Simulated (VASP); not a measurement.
# Ca in VASP: a series of runs

Runs on Ca. Level: PBE. Tasks: single point.

Program: VASP 6.6.1. These are calculated values, not measurements. Logs are shortened: lines on timing, memory, paths and dates and some standing lists are left out, and cuts for length are marked.

## (1) The cell of the first run

The typed cell holds 2 atoms: a = 5.108 Å, b = 5.108 Å, c = 5.108 Å, α = 33.56°, β = 33.56°, γ = 33.56°.

## (2) Single point, PBE (volume scaled by 0.43)

Input file INCAR:

```
PREC = Accurate
ENCUT = 520
EDIFF = 1E-6
ISMEAR = -1
SIGMA = 0.1
LREAL = F
LASPH = T
NELM = 100
ALGO = Normal
ISIF = 2
LWAVE = F
LCHARG = F
GGA = PE
NBANDS = 17
```

Input file KPOINTS:

```
regular mesh
0
Gamma
  9 9 9
```

Input file POSCAR:

```
Ca
1.0
    1.4746784951     -0.8514060261      4.8156136720
    0.0000000000      1.7028120522      4.8156136720
   -1.4746784951     -0.8514060261      4.8156136720
Ca
2
Direct
    0.2500000000      0.2500000000      0.2500000000
   -0.2500000000     -0.2500000000     -0.2500000000
```

Potentials or basis: VASP PAW PBE potentials, release 64 (Ca_sv).

Started as:

```
$ cat potpaw_PBE.64/Ca_sv/POTCAR > POTCAR
$ mpirun -np 1 vasp_std > vasp.out
```

OUTCAR:

```text
PREC = Accurate
   ENCUT = 520
   EDIFF = 1E-6
   ISMEAR = -1
   LREAL = F
   LASPH = T
   NELM = 100
   ISIF = 2
   GGA = PE

 ion  position               nearest neighbor table
   1  0.250  0.250  0.250-   2 2.95   2 2.95   2 2.95   2 2.95   2 2.95   2 2.95
   2  0.750  0.750  0.750-   1 2.95   1 2.95   1 2.95   1 2.95   1 2.95   1 2.95

  LATTYP: Found a trigonal (rhomboedric) cell.
 ALAT       =     5.1078081330
 COS(alpha) =     0.8332923463

  Lattice vectors:

 A1 = (   1.4746784951,  -0.8514060261,   4.8156136720)
 A2 = (   0.0000000000,   1.7028120522,   4.8156136720)
 A3 = (  -1.4746784951,  -0.8514060261,   4.8156136720)

Analysis of symmetry for initial positions (statically):
=====================================================================
 Subroutine PRICEL returns following result:

  LATTYP: Found a trigonal (rhomboedric) cell.
 ALAT       =     2.9490850521
 COS(alpha) =     0.4999077848

  Lattice vectors:

 A1 = (   1.4746784951,   0.8514060261,   2.4078068360)
 A2 = (  -1.4746784951,   0.8514060261,   2.4078068360)
 A3 = (   0.0000000000,  -1.7028120522,   2.4078068360)

   2 primitive cells build up your supercell.

 Routine SETGRP: Setting up the symmetry group for a
 trigonal (rhombohedral) supercell.

 Subroutine GETGRP returns: Found 12 space group operations
 (whereof 12 operations were pure point group operations)
 out of a pool of 12 trial point group operations.

The static configuration has the point symmetry D_3d.

Analysis of symmetry for dynamics (positions and initial velocities):
=====================================================================
 Subroutine PRICEL returns following result:

  LATTYP: Found a trigonal (rhomboedric) cell.
 ALAT       =     2.9490850521
 COS(alpha) =     0.4999077848

  Lattice vectors:

 A1 = (   1.4746784951,   0.8514060261,   2.4078068360)
 A2 = (  -1.4746784951,   0.8514060261,   2.4078068360)
 A3 = (   0.0000000000,  -1.7028120522,   2.4078068360)

   2 primitive cells build up your supercell.

 Routine SETGRP: Setting up the symmetry group for a
 trigonal (rhombohedral) supercell.

 Subroutine GETGRP returns: Found 12 space group operations
 (whereof 12 operations were pure point group operations)
 out of a pool of 12 trial point group operations.

The dynamic configuration has the point symmetry D_3d.

 Subroutine INISYM returns: Found 12 space group operations
 (whereof 12 operations are pure point group operations),
 and found     2 'primitive' translations

----------------------------------------------------------------------------------------

                                     Primitive cell

  volume of cell :      18.1387

  direct lattice vectors                    reciprocal lattice vectors
     1.474678495  0.851406026  2.407806836     0.339056955  0.195754624  0.138438569
    -1.474678495  0.851406026  2.407806836    -0.339056955  0.195754624  0.138438569
     0.000000000 -1.702812052  2.407806836     0.000000000 -0.391509248  0.138438569

  length of vectors
     2.949085052  2.949085052  2.949085052     0.415264649  0.415264649  0.415264649

  position of ions in fractional coordinates (direct lattice)
     0.500000000  0.500000000  0.500000000

  ion indices of the primitive-cell ions
   primitive index   ion index
                 1           1

----------------------------------------------------------------------------------------

 KPOINTS: regular mesh

Automatic generation of k-mesh.
 Grid dimensions read from file:
 generate k-points for:    9    9    9

 Generating k-lattice:

  Cartesian coordinates                     Fractional coordinates (reciprocal lattice)
     0.037672995 -0.021750514  0.007691032     0.111111111  0.000000000 -0.000000000
     0.000000000  0.043501028  0.007691032     0.000000000  0.111111111  0.000000000
    -0.037672995 -0.021750514  0.007691032    -0.000000000  0.000000000  0.111111111

  Length of vectors
     0.044175688  0.044175688  0.044175688

  Shift w.r.t. Gamma in fractional coordinates (k-lattice)
     0.000000000  0.000000000  0.000000000

 Subroutine IBZKPT returns following result:
 ===========================================

 Found     85 irreducible k-points:

 Following reciprocal coordinates:
            Coordinates               Weight
  0.000000  0.000000  0.000000      1.000000
  0.111111 -0.000000  0.000000      6.000000
  0.222222 -0.000000 -0.000000      6.000000
  0.333333 -0.000000 -0.000000      6.000000
  0.444444 -0.000000 -0.000000      6.000000
  0.111111  0.111111  0.000000      6.000000
[... 16 lines left out ...]
 -0.333333  0.333333 -0.000000      6.000000
  0.444444  0.444444 -0.000000      6.000000
 [... further k-points ...]
   k-points           NKPTS =     85   k-points in BZ     NKDIM =     85   number of bands    NBANDS=     17
   number of dos      NEDOS =    301   number of ions     NIONS =      2
   total plane-waves  NPLWV =  64000
   dimension x,y,z NGX =    40 NGY =   40 NGZ =   40
   dimension x,y,z NGXF=    80 NGYF=   80 NGZF=   80
   ions per type =               2
   NGX,Y,Z   is equivalent  to a cutoff of  13.02, 13.02, 13.02 a.u.
   NGXF,Y,Z  is equivalent  to a cutoff of  26.04, 26.04, 26.04 a.u.
 SYSTEM =  unknown system
   PREC   = accura    normal or accurate (medium, high low for compatibility)
   ISTART =      0    job   : 0-new  1-cont  2-samecut
   ICHARG =      2    charge: 1-file 2-atom 10-const
   ISPIN  =      1    spin polarized calculation?
   LNONCOLLINEAR =      F non collinear calculations
   LSORBIT =      F    spin-orbit coupling
   LASPH  =      T    aspherical Exc in radial PAW
   ENCUT  =  520.0 eV  38.22 Ry    6.18 a.u.   9.50  9.50  9.50*2*pi/ulx,y,z
   NELM   =    100;   NELMIN=  2; NELMDL= -5     # of ELM steps
   EDIFF  = 0.1E-05   stopping-criterion for ELM
   LREAL  =      F    real-space projection
   EDIFFG = 0.1E-04   stopping-criterion for IOM
   NSW    =      0    number of steps for IOM
   IBRION =     -1    ionic relax: 0-MD 1-quasi-New 2-CG
   NFREE  =      0    steps in history (QN), initial steepest desc. (CG)
   ISIF   =      2    stress and relaxation
   ISYM   =      2    0-nonsym 1-usesym 2-fastsym
   POTIM  = 0.5000    time-step for ionic-motion
   TEBEG  =    0.0;   TEEND  =   0.0 temperature during run
   PSTRESS=    0.0 pullay stress
   NELECT =      20.0000    total number of electrons
   NUPDOWN=      -1.0000    fix difference up-down
   EMIN   =  10.00;   EMAX   =-10.00  energy-range for DOS
   EFERMI =   0.00;   METHOD = LEGACY
   ISMEAR =    -1;   SIGMA  =   0.10  broadening in eV -4-tet -1-fermi 0-gaus
   EFERMI_NEDOS =   21; number of points for ismear=-14 and -15
   IALGO  =     38    algorithm
   IMIX   =      4    mixing-type and parameters
     AMIX     =   0.40;   BMIX     =  1.00
     AMIX_MAG =   1.60;   BMIX_MAG =  1.00
  volume/ion in A,a.u.               =      18.14       122.41
  Fermi-wavevector in a.u.,A,eV,Ry     =   1.342371  2.536713 24.517147  1.801959
  Thomas-Fermi vector in A             =   2.470530
   LORBIT       =      0    0 simple, 1 ext, 2 COOP (PROOUT), +10 PAW based schemes
   GGA     = PE    functional components
[... 5 lines left out ...]
 non-spin polarized calculation
  energy-cutoff  :      520.00
  volume of cell :       36.28
 maximum number of plane-waves:      1007
 NGX is ok and might be reduce to    40
   NGX = 19   NGY = 19   NGZ = 19

 number of electron      20.0000000 magnetization

 Free energy of the ion-electron system (eV)
  ---------------------------------------------------
  ext. energy  EPLUGINS =         0.00000000
  ---------------------------------------------------
  free energy    TOTEN  =         0.43970839 eV

  energy without entropy =        0.50659370  energy(sigma->0) =        0.47315104

 E-fermi :   6.5147     XC(G=0): -10.9059

 val. band max:        6.5140662231   @ k =  -0.3333   0.3333  -0.0000
 cond. band min:       6.5442157031   @ k =   0.3333   0.3333  -0.0000
 fundamental gap:      0.0301494800
 Fermi energy:         6.5147175410

 k-point     1 :       0.0000    0.0000    0.0000
  band No.  band energies     occupation
      1     -34.2144      2.00000
      2     -33.7787      2.00000
      3     -16.1709      2.00000
      4     -14.4370      2.00000
      5     -14.4370      2.00000
      6     -14.2142      2.00000
[... 9 lines left out ...]
     16       9.8137      0.00000
     17      12.4741      0.00000

 k-point     2 :       0.1111   -0.0000    0.0000
  band No.  band energies     occupation
      1     -34.1694      2.00000
      2     -33.7589      2.00000
      3     -16.0875      2.00000
      4     -14.6136      2.00000
      5     -14.4700      2.00000
      6     -14.4194      2.00000
[... 9 lines left out ...]
     16      10.0254      0.00000
     17      12.0366      0.00000

 k-point     3 :       0.2222   -0.0000   -0.0000
  band No.  band energies     occupation
      1     -34.0494      2.00000
      2     -33.7124      2.00000
      3     -15.8546      2.00000
      4     -15.0440      2.00000
      5     -14.9129      2.00000
      6     -14.5495      2.00000
[... 9 lines left out ...]
     16      10.7285      0.00000
     17      11.4311      0.00000

 k-point     4 :       0.3333   -0.0000   -0.0000
  band No.  band energies     occupation
      1     -33.8950      2.00000
      2     -33.6732      2.00000
      3     -15.5316      2.00000
      4     -15.4952      2.00000
      5     -15.4378      2.00000
      6     -14.6299      2.00000
[... 9 lines left out ...]
     16      11.5893      0.00000
     17      12.4055      0.00000
[... 343 lines left out ...]
      1     -33.7328      2.00000
      2     -33.6482      2.00000
      3     -15.9141      2.00000
      4     -15.7542      2.00000
      5     -15.2366      2.00000
      6     -14.8680      2.00000
[... 9 lines left out ...]
     16      12.3739      0.00000
     17      13.7604      0.00000

 k-point    23 :      -0.3333    0.3333   -0.0000
  band No.  band energies     occupation
      1     -33.6733      2.00000
      2     -33.6733      2.00000
      3     -15.7187      2.00000
      4     -15.5323      2.00000
      5     -15.4953      2.00000
      6     -15.2178      2.00000
[... 9 lines left out ...]
     16      11.5906      0.00000
     17      13.4247      0.00000

 k-point    24 :       0.4444    0.4444   -0.0000
  band No.  band energies     occupation
      1     -33.7928      2.00000
      2     -33.6444      2.00000
      3     -16.1182      2.00000
      4     -15.9747      2.00000
      5     -14.8861      2.00000
      6     -14.8499      2.00000
[... 9 lines left out ...]
     16      14.0479      0.00000
     17      14.1033      0.00000

 [... further k-points ...]

------------------------ aborting loop because EDIFF is reached ----------------------------------------

  FORCE on cell =-STRESS in cart. coord.  units (eV):
  Direction    XX          YY          ZZ          XY          YZ          ZX
  --------------------------------------------------------------------------------------
  -------------------------------------------------------------------------------------
  Total       10.9496703     10.9496703     10.9054721     -0.0000000      0.0000000      0.0000000
  in kB      483.5870595    483.5870595    481.6350650     -0.0000000      0.0000000      0.0000000
  external PRESSURE =     482.9363947 kB  Pullay stress =       0.0000000 kB

 VOLUME and BASIS-vectors are now :
 -----------------------------------------------------------------------------
  energy-cutoff  :      520.00
  volume of cell :       36.28
      direct lattice vectors                 reciprocal lattice vectors
     1.474678495 -0.851406026  4.815613672     0.339056955 -0.195754624  0.069219285
     0.000000000  1.702812052  4.815613672     0.000000000  0.391509248  0.069219285
    -1.474678495 -0.851406026  4.815613672    -0.339056955 -0.195754624  0.069219285

 POSITION                                       TOTAL-FORCE (eV/Angst)
 -----------------------------------------------------------------------------------
      0.00000      0.00000      3.61171        -0.000000      0.000000     -0.000000
      0.00000      0.00000     10.83513         0.000000     -0.000000      0.000000
 -----------------------------------------------------------------------------------
    total drift:                                0.000000      0.000000      0.000000

  FREE ENERGIE OF THE ION-ELECTRON SYSTEM (eV)
  ---------------------------------------------------
  free  energy   TOTEN  =         0.4397083879 eV

  energy  without entropy=        0.5065936966  energy(sigma->0) =        0.47315104
```

It took 80 s on 1 thread of Intel Xeon Platinum 8259CL at 2.50GHz (Skylake/Cascade Lake), shared host; peak memory 0.25 GiB.

Results:

```yaml
Free_energy: 0.4397 eV
Pressure: 48.3 GPa
Band_gap_on_the_k_mesh: zero (band 10 reaches 6.89 eV, above the bottom of band 11 at 5.99 eV)
```

Levels at points of the mesh, in eV from the Fermi level:
```tsv
k point	band 8	band 9	band 10	band 11	band 12	band 13
(0.00, 0.00, 0.00)	-20.73	-4.50	-1.40	2.65	2.98	2.98
```

## (3) Single point, PBE (volume scaled by 0.43)

Input file INCAR:

```
SYSTEM = Ca
  PREC = Accurate
  ENCUT = 520
  EDIFF = 1E-7
  ISMEAR = -1
  SIGMA = 0.1
  LREAL = .False.
  LASPH = .True.
  NELM = 100
  ALGO = Normal
  ISIF = 2
  LWAVE = .False.
  LCHARG = .True.
  GGA = PE
  LELF = .True.
  LVHAR = .True.
  NBANDS = 17
```

Input file KPOINTS:

```
regular mesh
0
Gamma
  9 9 9
  0 0 0
```

POSCAR is that of step 2.

Potentials or basis: VASP PAW PBE potentials, release 64 (Ca_sv).

Started as:

```
$ cat potpaw_PBE.64/Ca_sv/POTCAR > POTCAR
$ mpirun -np 1 vasp_std > vasp.out
```

OUTCAR:

```text
SYSTEM = Ca
   PREC = Accurate
   ENCUT = 520
   EDIFF = 1E-7
   ISMEAR = -1
   LREAL = .False.
   LASPH = .True.
   NELM = 100
   ISIF = 2
   GGA = PE

 ion  position               nearest neighbor table
   1  0.250  0.250  0.250-   2 2.95   2 2.95   2 2.95   2 2.95   2 2.95   2 2.95
   2  0.750  0.750  0.750-   1 2.95   1 2.95   1 2.95   1 2.95   1 2.95   1 2.95

  LATTYP: Found a trigonal (rhomboedric) cell.
 ALAT       =     5.1078081330
 COS(alpha) =     0.8332923463

[... 688 lines left out ...]

------------------------ aborting loop because EDIFF is reached ----------------------------------------

  FORCE on cell =-STRESS in cart. coord.  units (eV):
  Direction    XX          YY          ZZ          XY          YZ          ZX
  --------------------------------------------------------------------------------------
  -------------------------------------------------------------------------------------
  Total       10.9512385     10.9512385     10.9069535      0.0000000     -0.0000000      0.0000000
  in kB      483.6563182    483.6563182    481.7004913      0.0000000     -0.0000000      0.0000000
  external PRESSURE =     483.0043759 kB  Pullay stress =       0.0000000 kB

 VOLUME and BASIS-vectors are now :
 -----------------------------------------------------------------------------
  energy-cutoff  :      520.00
  volume of cell :       36.28
      direct lattice vectors                 reciprocal lattice vectors
     1.474678495 -0.851406026  4.815613672     0.339056955 -0.195754624  0.069219285
     0.000000000  1.702812052  4.815613672     0.000000000  0.391509248  0.069219285
    -1.474678495 -0.851406026  4.815613672    -0.339056955 -0.195754624  0.069219285

 POSITION                                       TOTAL-FORCE (eV/Angst)
 -----------------------------------------------------------------------------------
      0.00000      0.00000      3.61171         0.000000     -0.000000     -0.000000
      0.00000      0.00000     10.83513         0.000000      0.000000      0.000000
 -----------------------------------------------------------------------------------
    total drift:                                0.000000      0.000000      0.000000

  FREE ENERGIE OF THE ION-ELECTRON SYSTEM (eV)
  ---------------------------------------------------
  free  energy   TOTEN  =         0.4397085731 eV

  energy  without entropy=        0.5065957479  energy(sigma->0) =        0.47315216
```

OSZICAR:

```text
N       E                     dE             d eps       ncg     rms          rms(c)
DAV:   1     0.185438339336E+03    0.18544E+03   -0.10637E+04  2890   0.121E+03
DAV:   2     0.101475728141E+02   -0.17529E+03   -0.17227E+03  3127   0.347E+02
DAV:   3     0.504772044397E+00   -0.96428E+01   -0.94261E+01  5444   0.637E+01
DAV:   4     0.357175807237E+00   -0.14760E+00   -0.14739E+00  3290   0.810E+00
DAV:   5     0.354135992578E+00   -0.30398E-02   -0.30388E-02  4411   0.815E-01    0.218E+00
DAV:   6     0.420561571037E+00    0.66426E-01   -0.40209E-02  4158   0.970E-01    0.108E+00
DAV:   7     0.441383766456E+00    0.20822E-01   -0.50910E-02  4326   0.962E-01    0.264E-01
DAV:   8     0.439669962793E+00   -0.17138E-02   -0.29435E-03  3864   0.375E-01    0.600E-02
DAV:   9     0.439707575023E+00    0.37612E-04   -0.26872E-04  4209   0.976E-02    0.215E-02
DAV:  10     0.439707902073E+00    0.32705E-06   -0.13780E-05  3397   0.378E-02    0.598E-03
DAV:  11     0.439708372374E+00    0.47030E-06   -0.14523E-06  3752   0.956E-03    0.149E-03
DAV:  12     0.439708739708E+00    0.36733E-06   -0.12168E-07  2169   0.352E-03    0.108E-03
DAV:  13     0.439708587963E+00   -0.15174E-06   -0.20153E-08  1744   0.129E-03    0.468E-05
DAV:  14     0.439708573093E+00   -0.14870E-07   -0.79816E-09  1701   0.525E-04
   1 F= 0.43970857E+00 E0= 0.47315216E+00  d E =-.668872E-01
```

stdout:

```text
POSCAR found type information on POSCAR Ca
 POSCAR found :  1 types and       2 ions
 scaLAPACK will be used
 LDA part: xc-table for (Slater+PW92), standard interpolation
 POSCAR, INCAR and KPOINTS ok, starting setup
 FFT: planning ... GRIDC
 FFT: planning ... GRID_SOFT
 FFT: planning ... GRID
 WAVECAR not read
 entering main loop
```

It took 1.7 min on 1 thread of Intel Xeon Platinum 8259CL at 2.50GHz (Skylake/Cascade Lake), shared host; peak memory 0.25 GiB.

What came out:

| Property | Result |
| --- | --- |
| Free energy | 0.4397 eV |
| Pressure | 48.3 GPa |
| Band gap on the k mesh | zero (band 10 reaches 6.89 eV, above the bottom of band 11 at 5.99 eV) |

Levels at points of the mesh, in eV from the Fermi level:
```csv
k point,band 7,band 8,band 9,band 10,band 11,band 12,band 13,band 14
"(0.00, 0.00, 0.00)",-20.73,-20.73,-4.50,-1.40,2.65,2.98,2.98,3.30
```
